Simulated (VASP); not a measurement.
# Al2O3 (I4_1/amd) in VASP: further runs

Al2O3 is run at these levels: PBE; tasks: relaxation of cell and atoms, single point.

All numbers are computed with VASP 6.6.1; they aren't measurements. Logs are shortened: lines on timing, memory, paths and dates and some standing lists are left out, and cuts for length are marked.

### Step 1. The cell of the first run

It takes space group I4_1/amd (No. 141, tetragonal). Conventional cell: a = 5.846 Å, b = 5.846 Å, c = 20.172 Å, α = 90.00°, β = 90.00°, γ = 90.00°. Within 2.2 Å of Al (site symmetry 2mm) lie 3 O at 1.68 Å. O (site symmetry -4m2) has 2 Al at 1.68 Å within 2.2 Å. O (site symmetry 2/m) has 2 Al at 1.68 Å within 2.2 Å.

### Step 2. Relaxation of cell and atoms, PBE

INCAR

```
SYSTEM = Al2O3
PREC = Accurate ; ENCUT = 600
EDIFF = 1E-6 ; ISMEAR = 0
SIGMA = 0.02 ; LREAL = .False.
LASPH = .True. ; NELM = 100
ALGO = Normal ; ISIF = 3
LWAVE = .False. ; LCHARG = .False.
GGA = PE ; IBRION = 2
NSW = 100 ; EDIFFG = -0.01
```

KPOINTS

```
Automatic mesh
0
Gamma
  6 6 6
  0 0 0
```

POSCAR

```
Al2O3
1.0
   -2.9229790730      2.9229790730     10.0860125183
    2.9229790730     -2.9229790730     10.0860125183
    2.9229790730      2.9229790730    -10.0860125183
Al O
4 6
Direct
    0.0834551916      0.0834551916      0.0000000000
    0.8334551916      0.3334551916      0.5000000000
    0.9165448084      0.9165448084      0.0000000000
    0.6665448084      0.1665448084      0.5000000000
    0.0000000000      0.0000000000      0.0000000000
    0.3750000000      0.1250000000      0.2500000000
    0.8750000000      0.1250000000      0.7500000000
    0.8750000000      0.1250000000      0.2500000000
    0.8750000000      0.6250000000      0.7500000000
    0.7500000000      0.2500000000      0.5000000000
```

Potentials or basis: VASP PAW PBE potentials, release 64 (Al, O).

Started as:

```
cat potpaw_PBE.64/Al/POTCAR potpaw_PBE.64/O/POTCAR > POTCAR
mpirun -np 1 vasp_std > vasp.out
```

OUTCAR:

```text
SYSTEM = Al2O3
   PREC = Accurate
   ENCUT = 600
   EDIFF = 1E-6
   ISMEAR = 0
   LREAL = .False.
   LASPH = .True.
   NELM = 100
   ISIF = 3
   GGA = PE
   IBRION = 2
   NSW = 100
   EDIFFG = -0.01

 ion  position               nearest neighbor table
   1  0.083  0.083  0.000-   5 1.68   7 1.68   6 1.68
   2  0.833  0.333  0.500-  10 1.68   8 1.68   9 1.68
   3  0.917  0.917  0.000-   5 1.68   8 1.68   9 1.68
   4  0.667  0.167  0.500-  10 1.68   7 1.68   6 1.68
   5  0.000  0.000  0.000-   1 1.68   3 1.68
   6  0.375  0.125  0.250-   1 1.68   4 1.68
   7  0.875  0.125  0.750-   1 1.68   4 1.68
   8  0.875  0.125  0.250-   2 1.68   3 1.68
   9  0.875  0.625  0.750-   2 1.68   3 1.68
  10  0.750  0.250  0.500-   2 1.68   4 1.68

  LATTYP: Found a body centered tetragonal cell.
 ALAT       =     5.8459581460
 C/A-ratio  =     3.4505934755

  Lattice vectors:

 A1 = (  -2.9229790730,   2.9229790730,  10.0860125183)
 A2 = (   2.9229790730,  -2.9229790730,  10.0860125183)
 A3 = (   2.9229790730,   2.9229790730, -10.0860125183)

Analysis of symmetry for initial positions (statically):
=====================================================================
 Subroutine PRICEL returns:
 Original cell was already a primitive cell.

 Routine SETGRP: Setting up the symmetry group for a
 body centered tetragonal supercell.

 Subroutine GETGRP returns: Found 16 space group operations
 (whereof  8 operations were pure point group operations)
 out of a pool of 16 trial point group operations.

The static configuration has the point symmetry D_2d.
 The point group associated with its full space group is D_4h.

Analysis of symmetry for dynamics (positions and initial velocities):
=====================================================================
 Subroutine PRICEL returns:
 Original cell was already a primitive cell.

 Routine SETGRP: Setting up the symmetry group for a
 body centered tetragonal supercell.

 Subroutine GETGRP returns: Found 16 space group operations
 (whereof  8 operations were pure point group operations)
 out of a pool of 16 trial point group operations.

The dynamic configuration has the point symmetry D_2d.
 The point group associated with its full space group is D_4h.

 Subroutine INISYM returns: Found 16 space group operations
 (whereof  8 operations are pure point group operations),
 and found     1 'primitive' translations

----------------------------------------------------------------------------------------

                                     Primitive cell

  volume of cell :     344.6918

  direct lattice vectors                    reciprocal lattice vectors
    -2.922979073  2.922979073 10.086012518     0.000000000  0.171058358  0.049573605
     2.922979073 -2.922979073 10.086012518     0.171058358  0.000000000  0.049573605
     2.922979073  2.922979073-10.086012518     0.171058358  0.171058358  0.000000000

  length of vectors
    10.900241366 10.900241366 10.900241366     0.178096895  0.178096895  0.241913050

  position of ions in fractional coordinates (direct lattice)
     0.083455192  0.083455192  0.000000000
     0.833455192  0.333455192  0.500000000
     0.916544808  0.916544808  0.000000000
     0.666544808  0.166544808  0.500000000
     0.000000000  0.000000000  0.000000000
     0.375000000  0.125000000  0.250000000
     0.875000000  0.125000000  0.750000000
     0.875000000  0.125000000  0.250000000
     0.875000000  0.625000000  0.750000000
     0.750000000  0.250000000  0.500000000

  ion indices of the primitive-cell ions
   primitive index   ion index
                 1           1
                 2           2
                 3           3
                 4           4
                 5           5
                 6           6
                 7           7
                 8           8
                 9           9
                10          10

----------------------------------------------------------------------------------------

 KPOINTS: Automatic mesh

Automatic generation of k-mesh.
 Grid dimensions read from file:
 generate k-points for:    6    6    6

 Generating k-lattice:

  Cartesian coordinates                     Fractional coordinates (reciprocal lattice)
     0.000000000  0.028509726  0.008262267     0.166666667 -0.000000000  0.000000000
     0.028509726  0.000000000  0.008262267    -0.000000000  0.166666667  0.000000000
     0.028509726  0.028509726  0.000000000     0.000000000  0.000000000  0.166666667

  Length of vectors
     0.029682816  0.029682816  0.040318842

  Shift w.r.t. Gamma in fractional coordinates (k-lattice)
     0.000000000  0.000000000  0.000000000

 Subroutine IBZKPT returns following result:
 ===========================================

 Found     30 irreducible k-points:

 Following reciprocal coordinates:
            Coordinates               Weight
  0.000000  0.000000  0.000000      1.000000
  0.166667 -0.000000  0.000000      8.000000
[... 15 lines left out ...]
   NGXF,Y,Z  is equivalent  to a cutoff of  27.45, 27.45, 27.45 a.u.
 SYSTEM =  Al2O3
   PREC   = accura    normal or accurate (medium, high low for compatibility)
   ISTART =      0    job   : 0-new  1-cont  2-samecut
   ICHARG =      2    charge: 1-file 2-atom 10-const
   ISPIN  =      1    spin polarized calculation?
   LNONCOLLINEAR =      F non collinear calculations
   LSORBIT =      F    spin-orbit coupling
   LASPH  =      T    aspherical Exc in radial PAW
   ENCUT  =  600.0 eV  44.10 Ry    6.64 a.u.  21.77 21.77 21.77*2*pi/ulx,y,z
   NELM   =    100;   NELMIN=  2; NELMDL= -5     # of ELM steps
   EDIFF  = 0.1E-05   stopping-criterion for ELM
   LREAL  =      F    real-space projection
   EDIFFG = -.1E-01   stopping-criterion for IOM
   NSW    =    100    number of steps for IOM
   IBRION =      2    ionic relax: 0-MD 1-quasi-New 2-CG
   NFREE  =      1    steps in history (QN), initial steepest desc. (CG)
   ISIF   =      3    stress and relaxation
   ISYM   =      2    0-nonsym 1-usesym 2-fastsym
   POTIM  = 0.5000    time-step for ionic-motion
   TEBEG  =    0.0;   TEEND  =   0.0 temperature during run
   PSTRESS=    0.0 pullay stress
   NELECT =      48.0000    total number of electrons
   NUPDOWN=      -1.0000    fix difference up-down
   EMIN   =  10.00;   EMAX   =-10.00  energy-range for DOS
   EFERMI =   0.00;   METHOD = LEGACY
   ISMEAR =     0;   SIGMA  =   0.02  broadening in eV -4-tet -1-fermi 0-gaus
   EFERMI_NEDOS =   21; number of points for ismear=-14 and -15
   IALGO  =     38    algorithm
   IMIX   =      4    mixing-type and parameters
     AMIX     =   0.40;   BMIX     =  1.00
     AMIX_MAG =   1.60;   BMIX_MAG =  1.00
  volume/ion in A,a.u.               =      34.47       232.61
  Fermi-wavevector in a.u.,A,eV,Ry     =   0.848552  1.603530  9.796737  0.720040
  Thomas-Fermi vector in A             =   1.964233
   LORBIT       =      0    0 simple, 1 ext, 2 COOP (PROOUT), +10 PAW based schemes
   GGA     = PE    functional components
   LHFCALC =     F    Hartree Fock is set to
   AEXX    =    0.0000 exact exchange contribution
   IVDW    =     0    specifies the selected vdW correction
   LEPSILON=     F    determine dielectric tensor
   LRPA    =     F    only Hartree local field effects (RPA)
 conjugate gradient relaxation of ions
 non-spin polarized calculation
 Gauss-broadening in eV      SIGMA  =   0.02
  energy-cutoff  :      600.00
  volume of cell :      344.69
 maximum number of plane-waves:     11536
 NGX is ok and might be reduce to    90
   NGX = 43   NGY = 43   NGZ = 43

--------------------------------------- Ionic step        1  -------------------------------------------

 number of electron      47.9999993 magnetization

 Free energy of the ion-electron system (eV)
  ---------------------------------------------------
  ext. energy  EPLUGINS =         0.00000000
  ---------------------------------------------------
  free energy    TOTEN  =       -69.10491133 eV

  energy without entropy =      -69.10491133  energy(sigma->0) =      -69.10491133

------------------------ aborting loop because EDIFF is reached ----------------------------------------

  FORCE on cell =-STRESS in cart. coord.  units (eV):
  Direction    XX          YY          ZZ          XY          YZ          ZX
  --------------------------------------------------------------------------------------
  -------------------------------------------------------------------------------------
  Total        0.0752356      0.0752356      0.2820068      0.0000000      0.0000000      0.0000000
  in kB        0.3497058      0.3497058      1.3108086      0.0000000      0.0000000      0.0000000
  external PRESSURE =       0.6700734 kB  Pullay stress =       0.0000000 kB
[... 117 lines left out ...]
  energy  without entropy=      -69.1050656842  energy(sigma->0) =      -69.10506568

--------------------------------------- Ionic step        4  -------------------------------------------

 number of electron      47.9999992 magnetization

 Free energy of the ion-electron system (eV)
  ---------------------------------------------------
  ext. energy  EPLUGINS =         0.00000000
  ---------------------------------------------------
  free energy    TOTEN  =       -69.10510817 eV

  energy without entropy =      -69.10510817  energy(sigma->0) =      -69.10510817

 E-fermi :  -3.1057     XC(G=0):  -4.9575

 val. band max:       -3.2443282205   @ k =   0.0000   0.0000   0.0000
 cond. band min:       0.1680315282   @ k =   0.0000   0.0000   0.0000
 fundamental gap:      3.4123597487
 Fermi energy:        -3.1056861548

 k-point     1 :       0.0000    0.0000    0.0000
  band No.  band energies     occupation
      1     -20.1354      2.00000
      2     -19.9049      2.00000
      3     -19.6445      2.00000
      4     -19.3850      2.00000
      5     -19.3850      2.00000
      6     -19.3708      2.00000
[... 781 lines left out ...]
     29       3.6912      0.00000
     30       3.8416      0.00000

 [... further k-points ...]

------------------------ aborting loop because EDIFF is reached ----------------------------------------

  FORCE on cell =-STRESS in cart. coord.  units (eV):
  Direction    XX          YY          ZZ          XY          YZ          ZX
  --------------------------------------------------------------------------------------
  -------------------------------------------------------------------------------------
  Total       -0.0722315     -0.0722315      0.0570646      0.0000000     -0.0000000      0.0000000
  in kB       -0.3354354     -0.3354354      0.2650020      0.0000000     -0.0000000      0.0000000
  external PRESSURE =      -0.1352896 kB  Pullay stress =       0.0000000 kB
[... 25 lines left out ...]
  FREE ENERGIE OF THE ION-ELECTRON SYSTEM (eV)
  ---------------------------------------------------
  free  energy   TOTEN  =       -69.1051081704 eV

  energy  without entropy=      -69.1051081704  energy(sigma->0) =      -69.10510817

 reached required accuracy - stopping structural energy minimisation
```

Run time: 48 min. Hardware: 1 thread of Intel Xeon Platinum 8375C at 2.90GHz (Ice Lake), shared host; peak memory 1.6 GiB.

What came out:

- Free energy: -69.1051 eV
- Relaxed volume: 34.50 Å³/atom
- Relaxed cell: a = 10.909 Å, b = 10.909 Å, c = 10.909 Å, α = 148.92°, β = 148.92°, γ = 44.53°
- Space group after relaxing (to 0.05 Å): I4_1/amd (No. 141)
- Energy gained by relaxing: 0.0 meV/atom
- Ionic steps: 4
- Pressure after relaxing: 0.0 GPa
- Largest force after relaxing: 0.007 eV/Å
- Band gap on the k mesh: 3.41 eV, direct

Forces in eV/Å, atoms in the order of the input:
```
Al   0.000  0.000  0.007
Al   0.000  0.000  0.007
Al   0.000  0.000 -0.007
Al   0.000  0.000 -0.007
O    0.000  0.000  0.000
O    0.000  0.000  0.000
O    0.000  0.000  0.000
O    0.000  0.000  0.000
O    0.000  0.000  0.000
O    0.000  0.000  0.000
```

The path:
```
step  energy change (eV)  largest force (eV/Å)  pressure (GPa)  volume (Å³)
   1              0.0000                0.0204            0.07       344.69
   2             -0.0001                0.0082           -0.08       345.41
   3             -0.0002                0.0131           -0.02       345.11
   4             -0.0002                0.0074           -0.01       345.01
```

Final structure:
```cif
data_structure
_symmetry_space_group_name_H-M 'P 1'
_symmetry_Int_Tables_number 1
_cell_length_a 10.9091
_cell_length_b 10.9091
_cell_length_c 10.9091
_cell_angle_alpha 148.917
_cell_angle_beta 148.917
_cell_angle_gamma 44.533
_cell_volume 345.01
loop_
_atom_site_label
_atom_site_type_symbol
_atom_site_fract_x
_atom_site_fract_y
_atom_site_fract_z
_atom_site_occupancy
Al1 Al 0.08339 0.08339 0.00000 1
Al2 Al 0.83339 0.33339 0.50000 1
Al3 Al 0.91661 0.91661 0.00000 1
Al4 Al 0.66661 0.16661 0.50000 1
O1 O 0.00000 0.00000 0.00000 1
O2 O 0.37500 0.12500 0.25000 1
O3 O 0.87500 0.12500 0.75000 1
O4 O 0.87500 0.12500 0.25000 1
O5 O 0.87500 0.62500 0.75000 1
O6 O 0.75000 0.25000 0.50000 1
```

Levels at points of the mesh, in eV from the valence-band top:
```
           k point  band 22  band 23  band 24  band 25  band 26  band 27
(0.00, 0.00, 0.00)    -0.90     0.00     0.00     3.41     4.61     5.76
(0.50, 0.00, 0.00)    -0.63    -0.53    -0.01     4.58     5.08     5.67
(0.50, 0.50, 0.00)    -0.58    -0.52    -0.52     5.80     5.80     6.09
(0.50, 0.50, 0.50)    -0.91    -0.04    -0.04     3.88     3.88     6.71
```

A k mesh can miss the band edges. As with any semilocal functional, this PBE gap is likely too small.

### Step 3. Single point, PBE

INCAR

```
ALGO = Normal
EDIFF = 1E-6
ENCUT = 520
GGA = PE
ISIF = 2
ISMEAR = 0
LASPH = T
LCHARG = T
LELF = T
LREAL = F
LVHAR = T
LWAVE = F
NBANDS = 35
NELM = 100
PREC = Accurate
SIGMA = 0.1
```

KPOINTS

```
k-points
0
Gamma
  4 4 4
```

POSCAR is that of step 2.

Potentials or basis: VASP PAW PBE potentials, release 64 (Al, O).

Started as:

```
cat potpaw_PBE.64/Al/POTCAR potpaw_PBE.64/O/POTCAR > POTCAR
mpirun -np 1 vasp_std > vasp.out
```

It took 7.8 min on 1 thread of AMD EPYC 9R45 (Zen 5), shared host; peak memory 1 GiB.

The run converged. Its results:

```yaml
Free_energy: -69.0871 eV
Pressure: 0.1 GPa
Largest_force: 0.020 eV/Å
Band_gap_on_the_k_mesh: 3.42 eV, direct
```

Forces in eV/Å, atoms in the order of the input:
```
Al   0.000  0.000 -0.020
Al   0.000  0.000 -0.020
Al   0.000  0.000  0.020
Al   0.000  0.000  0.020
O    0.000  0.000  0.000
O    0.000  0.000  0.000
O    0.000  0.000  0.000
O    0.000  0.000  0.000
O    0.000  0.000  0.000
O    0.000  0.000  0.000
```

Stress tensor (GPa, compression positive):
```
0.11 0.00 0.00
0.00 0.11 0.00
0.00 0.00 0.21
```

Levels at points of the mesh, in eV from the valence-band top:
```
           k point  band 21  band 22  band 23  band 24  band 25  band 26  band 27  band 28
(0.00, 0.00, 0.00)    -0.92    -0.91     0.00     0.00     3.42     4.62     5.76     6.82
(0.50, 0.00, 0.00)    -0.93    -0.63    -0.52    -0.01     4.58     5.08     5.68     5.72
(0.50, 0.50, 0.00)    -0.58    -0.58    -0.52    -0.52     5.81     5.81     6.09     6.09
(0.50, 0.50, 0.50)    -0.91    -0.91    -0.04    -0.04     3.88     3.88     6.72     6.72
```

A k mesh can miss the band edges. As with any semilocal functional, this PBE gap is likely too small.

### Step 4. Relaxation of cell and atoms, PBE

This run uses another cell than the first one, of 30.34 Å³/atom, 0.880 times its volume.

INCAR

```
SYSTEM = Al2O3
PREC = Accurate
ENCUT = 600
EDIFF = 1E-7
ISMEAR = 0
SIGMA = 0.1
LREAL = .False.
LASPH = .True.
NELM = 100
ALGO = Normal
ISIF = 3
LWAVE = .False.
LCHARG = .False.
GGA = PE
IBRION = 2
NSW = 90
EDIFFG = -0.04
```

KPOINTS

```
Automatic mesh
0
Gamma
  4 4 4
  0 0 0
```

POSCAR

```
Al2O3
1.0
   -2.7976853200      2.7976853200      9.6914659500
    2.7976853200     -2.7976853200      9.6914659500
    2.7976853200      2.7976853200     -9.6914659500
Al O
4 6
Direct
    0.0833333400      0.0833333400      0.0000000000
    0.8333333400      0.3333333400      0.5000000000
    0.9166666600      0.9166666600      0.0000000000
    0.6666666600      0.1666666600      0.5000000000
    0.0000000000      0.0000000000      0.0000000000
    0.3750000000      0.1250000000      0.2500000000
    0.8750000000      0.1250000000      0.7500000000
    0.8750000000      0.1250000000      0.2500000000
    0.8750000000      0.6250000000      0.7500000000
    0.7500000000      0.2500000000      0.5000000000
```

Started as:

```
cat potpaw_PBE.64/Al/POTCAR potpaw_PBE.64/O/POTCAR > POTCAR
mpirun -np 1 vasp_std > vasp.out
```

Run time: 56 min. Hardware: 1 thread of AMD EPYC 9R45 (Zen 5), shared host; peak memory 1.2 GiB.

Results (log left out):

```yaml
Free_energy: -69.0760 eV
Relaxed_volume: 34.54 Å³/atom
Relaxed_cell: a = 10.917 Å, b = 10.917 Å, c = 10.917 Å, α = 148.93°, β = 148.93°, γ = 44.51°
Space_group_after_relaxing_to_0.05_Å: I4_1/amd (No. 141)
Energy_gained_by_relaxing: 105.7 meV/atom
Ionic_steps: 11
Pressure_after_relaxing: 0.0 GPa
Largest_force_after_relaxing: 0.034 eV/Å
Band_gap_on_the_k_mesh: 3.41 eV, direct
```

Forces on the atoms (eV/Å):
```
Al   0.000  0.000  0.034
Al   0.000  0.000  0.034
Al   0.000  0.000 -0.034
Al   0.000  0.000 -0.034
O    0.000  0.000  0.000
O    0.000  0.000  0.000
O    0.000  0.000  0.000
O    0.000  0.000  0.000
O    0.000  0.000  0.000
O    0.000  0.000  0.000
```

Step by step:
```csv
step,energy change (eV),largest force (eV/Å),pressure (GPa),volume (Å³)
1,0.0000,0.0356,9.10,303.42
2,0.1799,0.9602,-5.95,385.21
3,-1.0031,0.8380,0.14,339.48
4,-1.0040,0.8258,0.34,338.38
5,-0.9652,1.4615,-0.21,345.29
6,-1.0452,0.1067,0.04,341.28
7,-1.0494,0.0902,0.10,341.75
8,-1.0552,0.0490,0.26,343.15
9,-1.0562,0.0968,-0.09,345.68
10,-1.0566,0.0451,0.03,344.77
11,-1.0567,0.0335,-0.04,345.40
```

Final structure:
```xyz
10
Lattice="-2.9234 2.9234 10.1035 2.9234 -2.9234 10.1035 2.9234 2.9234 -10.1035" Properties=species:S:1:pos:R:3 pbc="T T T"
Al    0.0000    0.0000    1.6841
Al    0.0000    2.9234    6.7358
Al    0.0000    0.0000   18.5229
Al    0.0000    2.9234    3.3677
O     0.0000    0.0000    0.0000
O     0.0000    1.4617    2.5259
O     0.0000    4.3851    2.5259
O    -1.4617    2.9234    7.5776
O     1.4617    2.9234    7.5776
O     0.0000    2.9234    5.0518
```

Levels at points of the mesh, in eV from the valence-band top:
```csv
k point,band 21,band 22,band 23,band 24,band 25,band 26,band 27,band 28
"(0.00, 0.00, 0.00)",-0.91,-0.90,0.00,0.00,3.41,4.61,5.75,6.81
"(0.50, 0.00, 0.00)",-0.92,-0.63,-0.53,-0.01,4.57,5.07,5.67,5.72
"(0.50, 0.50, 0.00)",-0.59,-0.59,-0.53,-0.53,5.79,5.79,6.08,6.08
"(0.50, 0.50, 0.50)",-0.91,-0.91,-0.04,-0.04,3.87,3.87,6.71,6.71
```

A k mesh can miss the band edges. A hybrid or GW would open this gap; PBE tends to underestimate it.

### Step 5. Overview

| task | cell | k mesh | cutoff (eV) | smearing | gap on the mesh (eV) | pressure (GPa) | relaxed volume (Å³/atom) | largest force (eV/Å) |
| --- | --- | --- | --- | --- | --- | --- | --- | --- |
| relaxation of cell and atoms | relaxed from a = 10.900 Å, angles 148.9, 148.9, 44.6°, 10 atoms | 6 × 6 × 6 | 600 | gaussian 0.02 eV | 3.41 | 0.0 | 34.50 | 0.01 |
| single point | a = 10.900 Å, angles 148.9, 148.9, 44.6°, 10 atoms | 4 × 4 × 4 | 520 | gaussian 0.1 eV | 3.42 | 0.1 | - | 0.02 |
| relaxation of cell and atoms | relaxed from a = 10.468 Å, angles 149.0, 149.0, 44.4°, 10 atoms | 4 × 4 × 4 | 600 | gaussian 0.1 eV | 3.41 | 0.0 | 34.54 | 0.03 |

Alike in all rows: level PBE; potentials or basis VASP PAW PBE potentials, release 64 (Al, O); no spin polarisation.

Total energies depend on the potentials used, so only differences within one code and one set of settings carry meaning.
